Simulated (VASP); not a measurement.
CaO: single point with PBE

Crystal: CaO.

```xyz
2
Lattice="-0.0174 2.5894 2.5894 2.5894 -0.0174 2.5894 2.5894 2.5894 -0.0174" Properties=species:S:1:pos:R:3 pbc="T T T"
Ca   -0.0032   -0.0032   -0.0032
O     1.2935    1.2935    1.2935
```

This cell differs from its parent crystal: strain along [111] -1.0%.

```json
{"Program": "VASP 6.6.1", "Task": "single point", "Functional": "PBE", "Potentials or basis": "VASP PAW PBE potentials, release 64 (Ca_sv, O)", "Cutoff": "520 eV", "k mesh": "6 × 6 × 6", "Occupations": "gaussian, width 0.01 eV", "Spin": "no spin polarisation"}
```

```json
{
 "Pressure": "2.7 GPa",
 "Band gap on the k mesh": "3.36 eV (least direct gap 3.98 eV)"
}
```

Stress tensor (GPa, compression positive):
```
2.70 0.24 0.24
0.24 2.70 0.24
0.24 0.24 2.70
```

Levels at points of the mesh, in eV from the valence-band top:
```tsv
k point	band 5	band 6	band 7	band 8	band 9	band 10	band 11	band 12
(0.00, 0.00, 0.00)	-14.81	-0.66	-0.66	-0.62	3.36	8.01	8.01	9.66
(0.50, 0.00, 0.00)	-14.13	-1.01	-0.38	-0.37	6.16	7.85	7.97	8.29
(0.50, 0.50, 0.00)	-13.93	-1.46	-0.01	0.00	4.95	6.66	9.06	9.39
(0.50, 0.50, 0.50)	-14.15	-0.98	-0.40	-0.40	6.18	7.92	7.92	8.29
```

It took 34 s on 1 thread of Intel Xeon 8259CL (shared host), peak memory 0.16 GiB.

Caveat: the cell differs from its parent crystal (strain along [111] -1.0%). A k mesh can miss the band edges.
